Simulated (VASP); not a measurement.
P2C2O: single point with PBE+D3(BJ)

The system is P2C2O.

```
P C O
1.0
    -1.91044    1.91044    2.99891
     1.91044   -1.91044    2.99891
     1.91044    1.91044   -2.99891
P C O
2 2 1
Direct
  0.71046 0.71046 0.00000
  0.28954 0.28954 0.00000
  0.75000 0.25000 0.50000
  0.25000 0.75000 0.50000
  0.00000 0.00000 0.00000
```

```yaml
Program: VASP 6.6.1
Task: single point
Functional: PBE
Dispersion: D3(BJ)
Potentials_or_basis: VASP PAW PBE potentials, release 64 (P, C, O)
Cutoff: 520 eV
k_mesh: 14 × 14 × 14
Occupations: gaussian, width 0.1 eV
Spin: no spin polarisation
```

```json
{
 "Pressure": "-0.6 GPa",
 "Largest force": "0.041 eV/Å",
 "Band gap on the k mesh": "zero (bands 12 and 13 overlap by 2.26 eV)",
 "Dispersion energy per atom": "-0.304 eV"
}
```

Forces on the atoms (eV/Å):
```
P    0.000  0.000  0.041
P    0.000  0.000 -0.041
C    0.000  0.000  0.000
C    0.000  0.000  0.000
O    0.000  0.000  0.000
```

Stress tensor (GPa, compression positive):
```
-0.56  0.00  0.00
 0.00 -0.56  0.00
 0.00  0.00 -0.72
```

Levels at points of the mesh, in eV from the Fermi level:
```
           k point  band 8  band 9  band 10  band 11  band 12  band 13  band 14  band 15  band 16  band 17
(0.00, 0.00, 0.00)   -5.34   -5.13    -3.34    -2.81    -2.81    -1.40     2.90     3.26     4.60     6.75
(0.50, 0.00, 0.00)   -6.55   -3.81    -2.40    -1.94    -1.50     1.65     2.37     6.06     6.26     6.47
(0.50, 0.50, 0.00)   -2.67   -2.65    -1.13    -0.83    -0.50    -0.34     4.23     4.84     5.38     6.63
(0.50, 0.50, 0.50)   -3.06   -3.06    -2.17    -2.17    -1.36     1.60     3.44     3.68     5.85     9.40
```

Wall time 3.7 min on 1 thread of Intel(R) Xeon(R) Platinum 8259CL CPU @ 2.50GHz (Skylake/Cascade Lake), on a shared host, peak memory 0.32 GiB.
